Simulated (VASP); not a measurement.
# Ti (P6_3/mmc) in VASP: further runs

The runs below take Ti through single point, relaxation of volume and atoms at fixed shape, with PBEsol.

Program: VASP 6.6.1. These are calculated values, not measurements. Logs are shortened: lines on timing, memory, paths and dates and some standing lists are left out, and cuts for length are marked.

### Step 1. The cell of the first run

Symmetry: P6_3/mmc, No. 194, hexagonal system. Conventional cell: a = 2.897 Å, b = 2.897 Å, c = 4.597 Å, α = 90.00°, β = 90.00°, γ = 120.00°. Ti (site symmetry -6m2) has 12 Ti at 2.84 to 2.90 Å within 3.7 Å.

### Step 2. Single point, PBEsol

File INCAR:

```
PREC = Accurate
ENCUT = 500
EDIFF = 1E-6
ISMEAR = 0
SIGMA = 0.05
LREAL = False
LASPH = True
NELM = 120
ALGO = Normal
ISIF = 2
LWAVE = False
LCHARG = True
GGA = PS
LELF = True
LVHAR = True
NBANDS = 19
GGA_COMPAT = False
```

File KPOINTS:

```
regular mesh
0
Gamma
  10 10 5
```

File POSCAR:

```
Ti
1.0
    2.8974775962      0.0000000000      0.0000000000
   -1.4487387981      2.5092892052      0.0000000000
    0.0000000000      0.0000000000      4.5966763222
Ti
2
Direct
    0.3333333333      0.6666666667      0.2500000000
    0.6666666667      0.3333333333      0.7500000000
```

Potentials or basis: VASP PAW PBE potentials, release 64 (Ti_sv).

Command:

```console
$ cat potpaw_PBE.64/Ti_sv/POTCAR > POTCAR
$ mpirun -np 1 vasp_std > vasp.out
```

OUTCAR:

```text
PREC = Accurate
   ENCUT = 500
   EDIFF = 1E-6
   ISMEAR = 0
   LREAL = False
   LASPH = True
   NELM = 120
   ISIF = 2
   GGA = PS

 ion  position               nearest neighbor table
   1  0.333  0.667  0.250-   2 2.84   2 2.84   2 2.84   2 2.84   2 2.84   2 2.84
   2  0.667  0.333  0.750-   1 2.84   1 2.84   1 2.84   1 2.84   1 2.84   1 2.84

  LATTYP: Found a hexagonal cell.
 ALAT       =     2.8974775962
 C/A-ratio  =     1.5864406780

  Lattice vectors:

 A1 = (   2.8974775962,   0.0000000000,   0.0000000000)
 A2 = (  -1.4487387981,   2.5092892052,   0.0000000000)
 A3 = (   0.0000000000,   0.0000000000,   4.5966763222)

Analysis of symmetry for initial positions (statically):
=====================================================================
 Subroutine PRICEL returns:
 Original cell was already a primitive cell.

 Routine SETGRP: Setting up the symmetry group for a
 hexagonal supercell.

 Subroutine GETGRP returns: Found 24 space group operations
 (whereof 12 operations were pure point group operations)
 out of a pool of 24 trial point group operations.

The static configuration has the point symmetry D_3d.
 The point group associated with its full space group is D_6h.

Analysis of symmetry for dynamics (positions and initial velocities):
=====================================================================
 Subroutine PRICEL returns:
 Original cell was already a primitive cell.

 Routine SETGRP: Setting up the symmetry group for a
 hexagonal supercell.

 Subroutine GETGRP returns: Found 24 space group operations
 (whereof 12 operations were pure point group operations)
 out of a pool of 24 trial point group operations.

The dynamic configuration has the point symmetry D_3d.
 The point group associated with its full space group is D_6h.

 Subroutine INISYM returns: Found 24 space group operations
 (whereof 12 operations are pure point group operations),
 and found     1 'primitive' translations

----------------------------------------------------------------------------------------

                                     Primitive cell

  volume of cell :      33.4206

  direct lattice vectors                    reciprocal lattice vectors
     2.897477596  0.000000000  0.000000000     0.345127776  0.199259615  0.000000000
[... 80 lines left out ...]
   ISPIN  =      1    spin polarized calculation?
   LNONCOLLINEAR =      F non collinear calculations
   LSORBIT =      F    spin-orbit coupling
   LASPH  =      T    aspherical Exc in radial PAW
   ENCUT  =  500.0 eV  36.75 Ry    6.06 a.u.   5.28  5.28  8.38*2*pi/ulx,y,z
   NELM   =    120;   NELMIN=  2; NELMDL= -5     # of ELM steps
   EDIFF  = 0.1E-05   stopping-criterion for ELM
   LREAL  =      F    real-space projection
   EDIFFG = 0.1E-04   stopping-criterion for IOM
   NSW    =      0    number of steps for IOM
   IBRION =     -1    ionic relax: 0-MD 1-quasi-New 2-CG
   NFREE  =      0    steps in history (QN), initial steepest desc. (CG)
   ISIF   =      2    stress and relaxation
   ISYM   =      2    0-nonsym 1-usesym 2-fastsym
   POTIM  = 0.5000    time-step for ionic-motion
   TEBEG  =    0.0;   TEEND  =   0.0 temperature during run
   PSTRESS=    0.0 pullay stress
   NELECT =      24.0000    total number of electrons
   NUPDOWN=      -1.0000    fix difference up-down
   EMIN   =  10.00;   EMAX   =-10.00  energy-range for DOS
   EFERMI =   0.00;   METHOD = LEGACY
   ISMEAR =     0;   SIGMA  =   0.05  broadening in eV -4-tet -1-fermi 0-gaus
   EFERMI_NEDOS =   21; number of points for ismear=-14 and -15
   IALGO  =     38    algorithm
   IMIX   =      4    mixing-type and parameters
     AMIX     =   0.40;   BMIX     =  1.00
     AMIX_MAG =   1.60;   BMIX_MAG =  1.00
  volume/ion in A,a.u.               =      16.71       112.77
  Fermi-wavevector in a.u.,A,eV,Ry     =   1.466021  2.770379 29.241900  2.149219
  Thomas-Fermi vector in A             =   2.581809
   LORBIT       =      0    0 simple, 1 ext, 2 COOP (PROOUT), +10 PAW based schemes
   GGA     = PS    functional components
   LHFCALC =     F    Hartree Fock is set to
   AEXX    =    0.0000 exact exchange contribution
   IVDW    =     0    specifies the selected vdW correction
   LEPSILON=     F    determine dielectric tensor
   LRPA    =     F    only Hartree local field effects (RPA)
 non-spin polarized calculation
 Gauss-broadening in eV      SIGMA  =   0.05
  energy-cutoff  :      500.00
  volume of cell :       33.42
 maximum number of plane-waves:       856
 NGX is ok and might be reduce to    24
   NGX = 11   NGY = 11   NGZ = 17

 number of electron      23.9999999 magnetization

 Free energy of the ion-electron system (eV)
  ---------------------------------------------------
  ext. energy  EPLUGINS =         0.00000000
  ---------------------------------------------------
  free energy    TOTEN  =       -16.68085546 eV

  energy without entropy =      -16.67863536  energy(sigma->0) =      -16.67974541

 E-fermi :   8.5870     XC(G=0): -11.8213

 val. band max:        8.5679903629   @ k =   0.1000   0.1000   0.4000
 cond. band min:       8.5937198912   @ k =   0.1000   0.1000   0.2000
 fundamental gap:      0.0257295282
 Fermi energy:         8.5869611128

 k-point     1 :       0.0000    0.0000    0.0000
  band No.  band energies     occupation
      1     -47.9431      2.00000
      2     -47.7809      2.00000
      3     -24.6837      2.00000
      4     -23.9456      2.00000
      5     -23.9456      2.00000
      6     -23.8725      2.00000
[... 505 lines left out ...]
      6     -24.1085      2.00000
[... 11 lines left out ...]
     18      12.2614      0.00000
     19      12.9551      0.00000

 [... further k-points ...]

------------------------ aborting loop because EDIFF is reached ----------------------------------------

  FORCE on cell =-STRESS in cart. coord.  units (eV):
  Direction    XX          YY          ZZ          XY          YZ          ZX
  --------------------------------------------------------------------------------------
  -------------------------------------------------------------------------------------
  Total       -0.0265376     -0.0265376     -0.1182420      0.0000000      0.0000000      0.0000000
  in kB       -1.2722055     -1.2722055     -5.6684931      0.0000000      0.0000000      0.0000000
  external PRESSURE =      -2.7376347 kB  Pullay stress =       0.0000000 kB

 VOLUME and BASIS-vectors are now :
 -----------------------------------------------------------------------------
  energy-cutoff  :      500.00
  volume of cell :       33.42
      direct lattice vectors                 reciprocal lattice vectors
     2.897477596  0.000000000  0.000000000     0.345127776  0.199259615  0.000000000
    -1.448738798  2.509289205  0.000000000     0.000000000  0.398519229  0.000000000
     0.000000000  0.000000000  4.596676322     0.000000000  0.000000000  0.217548492

 POSITION                                       TOTAL-FORCE (eV/Angst)
 -----------------------------------------------------------------------------------
     -0.00000      1.67286      1.14917         0.000000      0.000000      0.000000
      1.44874      0.83643      3.44751        -0.000000     -0.000000      0.000000
 -----------------------------------------------------------------------------------
    total drift:                               -0.000000      0.000000     -0.000000

  FREE ENERGIE OF THE ION-ELECTRON SYSTEM (eV)
  ---------------------------------------------------
  free  energy   TOTEN  =       -16.6808554600 eV

  energy  without entropy=      -16.6786353628  energy(sigma->0) =      -16.67974541
```

stdout:

```text
POSCAR found type information on POSCAR Ti
 POSCAR found :  1 types and       2 ions
 scaLAPACK will be used
 -----------------------------------------------------------------------------
|                                                                             |
|                                                                             |
|     You enforced a specific xc type in the INCAR file but a different       |
|     I HOPE YOU KNOW WHAT YOU ARE DOING!                                     |
|                                                                             |
 -----------------------------------------------------------------------------

 LDA part: xc-table for (Slater+PW92), standard interpolation
 POSCAR, INCAR and KPOINTS ok, starting setup
 FFT: planning ... GRIDC
 FFT: planning ... GRID_SOFT
 FFT: planning ... GRID
 WAVECAR not read
 entering main loop
```

It took 14 s on 1 thread of Intel Xeon Platinum 8375C at 2.90GHz (Ice Lake), shared host; peak memory 0.16 GiB.

What came out:

```yaml
Free_energy: -16.6809 eV
Pressure: -0.3 GPa
Band_gap_on_the_k_mesh: zero (band 12 reaches 9.42 eV, above the bottom of band 13 at 8.32 eV)
```

Stress tensor (GPa, compression positive):
```
-0.13  0.00  0.00
 0.00 -0.13  0.00
 0.00  0.00 -0.57
```

Caveat: the PAW data sets were made with another functional, which shifts forces and pressure a little.

### Step 3. Relaxation of volume and atoms at fixed shape, PBEsol

This run uses another cell than the first one, of 17.64 Å³/atom, 1.055 times its volume.

File INCAR:

```
PREC = Accurate
ENCUT = 500
EDIFF = 1E-7
ISMEAR = 0
SIGMA = 0.05
LREAL = F
LASPH = T
NELM = 120
ALGO = Normal
ISIF = 8
LWAVE = F
LCHARG = F
GGA = PS
IBRION = 2
NSW = 80
EDIFFG = -0.03
GGA_COMPAT = F
NELMIN = 4
```

File KPOINTS:

```
Automatic mesh
0
Gamma
  10 10 5
```

File POSCAR:

```
Ti
1.0
    2.9500000000      0.0000000000      0.0000000000
   -1.4750000000      2.5547749412      0.0000000000
    0.0000000000      0.0000000000      4.6800000000
Ti
2
Direct
    0.3333333333      0.6666666667      0.2500000000
    0.6666666667      0.3333333333      0.7500000000
```

Potentials or basis: VASP PAW PBE potentials, release 64 (Ti_sv).

Command:

```console
$ cat potpaw_PBE.64/Ti_sv/POTCAR > POTCAR
$ mpirun -np 1 vasp_std > vasp.out
```

OUTCAR:

```text
PREC = Accurate
   ENCUT = 500
   EDIFF = 1E-7
   ISMEAR = 0
   LREAL = F
   LASPH = T
   NELM = 120
   ISIF = 8
   GGA = PS
   IBRION = 2
   NSW = 80
   EDIFFG = -0.03
   NELMIN = 4

 ion  position               nearest neighbor table
   1  0.333  0.667  0.250-   2 2.89   2 2.89   2 2.89   2 2.89   2 2.89   2 2.89
   2  0.667  0.333  0.750-   1 2.89   1 2.89   1 2.89   1 2.89   1 2.89   1 2.89

  LATTYP: Found a hexagonal cell.
 ALAT       =     2.9500000000
 C/A-ratio  =     1.5864406780

  Lattice vectors:

 A1 = (   2.9500000000,   0.0000000000,   0.0000000000)
 A2 = (  -1.4750000000,   2.5547749412,   0.0000000000)
 A3 = (   0.0000000000,   0.0000000000,   4.6800000000)

Analysis of symmetry for initial positions (statically):
=====================================================================
 Subroutine PRICEL returns:
 Original cell was already a primitive cell.

 Routine SETGRP: Setting up the symmetry group for a
 hexagonal supercell.

 Subroutine GETGRP returns: Found 24 space group operations
 (whereof 12 operations were pure point group operations)
 out of a pool of 24 trial point group operations.

The static configuration has the point symmetry D_3d.
 The point group associated with its full space group is D_6h.

Analysis of symmetry for dynamics (positions and initial velocities):
=====================================================================
 Subroutine PRICEL returns:
 Original cell was already a primitive cell.

 Routine SETGRP: Setting up the symmetry group for a
 hexagonal supercell.

 Subroutine GETGRP returns: Found 24 space group operations
 (whereof 12 operations were pure point group operations)
 out of a pool of 24 trial point group operations.

The dynamic configuration has the point symmetry D_3d.
 The point group associated with its full space group is D_6h.

 Subroutine INISYM returns: Found 24 space group operations
 (whereof 12 operations are pure point group operations),
 and found     1 'primitive' translations

----------------------------------------------------------------------------------------

                                     Primitive cell

  volume of cell :      35.2712

  direct lattice vectors                    reciprocal lattice vectors
     2.950000000  0.000000000  0.000000000     0.338983051  0.195711956  0.000000000
    -1.475000000  2.554774941  0.000000000     0.000000000  0.391423911  0.000000000
     0.000000000  0.000000000  4.680000000     0.000000000  0.000000000  0.213675214

  length of vectors
     2.950000000  2.950000000  4.680000000     0.391423911  0.391423911  0.213675214

  position of ions in fractional coordinates (direct lattice)
     0.333333333  0.666666667  0.250000000
     0.666666667  0.333333333  0.750000000

  ion indices of the primitive-cell ions
   primitive index   ion index
                 1           1
                 2           2

----------------------------------------------------------------------------------------

 KPOINTS: Automatic mesh

[... 25 lines left out ...]
  0.100000  0.000000  0.000000      6.000000
  0.200000  0.000000  0.000000      6.000000
  0.300000 -0.000000  0.000000      6.000000
  0.400000  0.000000  0.000000      6.000000
  0.500000  0.000000  0.000000      3.000000
[... 16 lines left out ...]
  0.300000  0.100000  0.200000     24.000000
  0.400000  0.100000  0.200000     24.000000
 [... further k-points ...]
   k-points           NKPTS =     42   k-points in BZ     NKDIM =     42   number of bands    NBANDS=     16
   number of dos      NEDOS =    301   number of ions     NIONS =      2
   total plane-waves  NPLWV =  20736
   dimension x,y,z NGX =    24 NGY =   24 NGZ =   36
   dimension x,y,z NGXF=    48 NGYF=   48 NGZF=   72
   ions per type =               2
   NGX,Y,Z   is equivalent  to a cutoff of  13.53, 13.53, 12.79 a.u.
   NGXF,Y,Z  is equivalent  to a cutoff of  27.05, 27.05, 25.58 a.u.
 SYSTEM =  unknown system
   PREC   = accura    normal or accurate (medium, high low for compatibility)
   ISTART =      0    job   : 0-new  1-cont  2-samecut
   ICHARG =      2    charge: 1-file 2-atom 10-const
   ISPIN  =      1    spin polarized calculation?
   LNONCOLLINEAR =      F non collinear calculations
   LSORBIT =      F    spin-orbit coupling
   LASPH  =      T    aspherical Exc in radial PAW
   ENCUT  =  500.0 eV  36.75 Ry    6.06 a.u.   5.38  5.38  8.53*2*pi/ulx,y,z
   NELM   =    120;   NELMIN=  4; NELMDL= -5     # of ELM steps
   EDIFF  = 0.1E-06   stopping-criterion for ELM
   LREAL  =      F    real-space projection
   EDIFFG = -.3E-01   stopping-criterion for IOM
   NSW    =     80    number of steps for IOM
   IBRION =      2    ionic relax: 0-MD 1-quasi-New 2-CG
   NFREE  =      1    steps in history (QN), initial steepest desc. (CG)
   ISIF   =      8    stress and relaxation
   ISYM   =      2    0-nonsym 1-usesym 2-fastsym
   POTIM  = 0.5000    time-step for ionic-motion
   TEBEG  =    0.0;   TEEND  =   0.0 temperature during run
   PSTRESS=    0.0 pullay stress
   NELECT =      24.0000    total number of electrons
   NUPDOWN=      -1.0000    fix difference up-down
   EMIN   =  10.00;   EMAX   =-10.00  energy-range for DOS
   EFERMI =   0.00;   METHOD = LEGACY
   ISMEAR =     0;   SIGMA  =   0.05  broadening in eV -4-tet -1-fermi 0-gaus
   EFERMI_NEDOS =   21; number of points for ismear=-14 and -15
   IALGO  =     38    algorithm
   IMIX   =      4    mixing-type and parameters
     AMIX     =   0.40;   BMIX     =  1.00
     AMIX_MAG =   1.60;   BMIX_MAG =  1.00
  volume/ion in A,a.u.               =      17.64       119.01
  Fermi-wavevector in a.u.,A,eV,Ry     =   1.439920  2.721055 28.209912  2.073370
  Thomas-Fermi vector in A             =   2.558722
   LORBIT       =      0    0 simple, 1 ext, 2 COOP (PROOUT), +10 PAW based schemes
   GGA     = PS    functional components
   LHFCALC =     F    Hartree Fock is set to
   AEXX    =    0.0000 exact exchange contribution
   IVDW    =     0    specifies the selected vdW correction
   LEPSILON=     F    determine dielectric tensor
   LRPA    =     F    only Hartree local field effects (RPA)
 conjugate gradient relaxation of ions
 non-spin polarized calculation
 Gauss-broadening in eV      SIGMA  =   0.05
  energy-cutoff  :      500.00
  volume of cell :       35.27
 maximum number of plane-waves:       929
 NGX is ok and might be reduce to    24
   NGX = 11   NGY = 11   NGZ = 17

--------------------------------------- Ionic step        1  -------------------------------------------

 number of electron      24.0000002 magnetization

 Free energy of the ion-electron system (eV)
  ---------------------------------------------------
  ext. energy  EPLUGINS =         0.00000000
  ---------------------------------------------------
  free energy    TOTEN  =       -16.64373455 eV

  energy without entropy =      -16.64190310  energy(sigma->0) =      -16.64281883

------------------------ aborting loop because EDIFF is reached ----------------------------------------

  FORCE on cell =-STRESS in cart. coord.  units (eV):
  Direction    XX          YY          ZZ          XY          YZ          ZX
  --------------------------------------------------------------------------------------
  -------------------------------------------------------------------------------------
  Total       -1.2978213     -1.2978213     -1.4288179      0.0000000      0.0000000     -0.0000000
  in kB      -58.9528710    -58.9528710    -64.9033267      0.0000000      0.0000000     -0.0000000
  external PRESSURE =     -60.9363562 kB  Pullay stress =       0.0000000 kB
[... 59 lines left out ...]
--------------------------------------- Ionic step        3  -------------------------------------------

 number of electron      24.0000000 magnetization

 Free energy of the ion-electron system (eV)
  ---------------------------------------------------
  ext. energy  EPLUGINS =         0.00000000
  ---------------------------------------------------
  free energy    TOTEN  =       -16.68194432 eV

  energy without entropy =      -16.67970781  energy(sigma->0) =      -16.68082607

 E-fermi :   8.6101     XC(G=0): -11.8318

 val. band max:        8.5901923736   @ k =   0.1000   0.1000   0.4000
 cond. band min:       8.6160175751   @ k =   0.1000   0.1000   0.2000
 fundamental gap:      0.0258252015
 Fermi energy:         8.6101003248

 k-point     1 :       0.0000    0.0000    0.0000
  band No.  band energies     occupation
      1     -47.9162      2.00000
      2     -47.7525      2.00000
      3     -24.6594      2.00000
      4     -23.9166      2.00000
      5     -23.9166      2.00000
      6     -23.8426      2.00000
[... 433 lines left out ...]
      3     -24.5009      2.00000
      4     -24.3762      2.00000
      5     -24.2119      2.00000
      6     -24.0806      2.00000
[... 8 lines left out ...]
     15       9.8811      0.00000
     16      11.7538      0.00000

 [... further k-points ...]
[... 5 lines left out ...]
  --------------------------------------------------------------------------------------
  -------------------------------------------------------------------------------------
  Total        0.0241126      0.0241126     -0.0675687      0.0000000      0.0000000      0.0000000
  in kB        1.1584455      1.1584455     -3.2462209      0.0000000      0.0000000      0.0000000
  external PRESSURE =      -0.3097766 kB  Pullay stress =       0.0000000 kB
[... 17 lines left out ...]
  FREE ENERGIE OF THE ION-ELECTRON SYSTEM (eV)
  ---------------------------------------------------
  free  energy   TOTEN  =       -16.6819443234 eV

  energy  without entropy=      -16.6797078089  energy(sigma->0) =      -16.68082607

 reached required accuracy - stopping structural energy minimisation
```

Wall time 39 s (1 thread of Intel Xeon Platinum 8375C at 2.90GHz (Ice Lake), shared host); peak memory 0.16 GiB.

What came out:

| Property | Result |
| --- | --- |
| Free energy | -16.6819 eV |
| Relaxed volume | 16.67 Å³/atom |
| Relaxed cell | a = 2.895 Å, b = 2.895 Å, c = 4.593 Å, α = 90.00°, β = 90.00°, γ = 120.00° |
| Space group after relaxing (to 0.05 Å) | P6_3/mmc (No. 194) |
| Energy gained by relaxing | 19.1 meV/atom |
| Ionic steps | 3 |
| Pressure after relaxing | 0.0 GPa |
| Band gap on the k mesh | zero (band 12 reaches 9.44 eV, above the bottom of band 13 at 8.34 eV) |

Stress tensor (GPa, compression positive):
```
 0.12  0.00  0.00
 0.00  0.12  0.00
 0.00  0.00 -0.32
```

Step by step:
```
step  energy change (eV)  largest force (eV/Å)  pressure (GPa)  volume (Å³)
   1              0.0000                0.0000           -6.09        35.27
   2             -0.0157                0.0000            5.34        31.96
   3             -0.0382                0.0000           -0.03        33.35
```

Final structure:
```
CELL_PARAMETERS angstrom
2.89540 0.00000 0.00000
-1.44770 2.50749 0.00000
0.00000 0.00000 4.59337
ATOMIC_POSITIONS crystal
Ti 0.33333 0.66667 0.25000
Ti 0.66667 0.33333 0.75000
```

Caveat: the PAW data sets were made with another functional, which shifts forces and pressure a little.
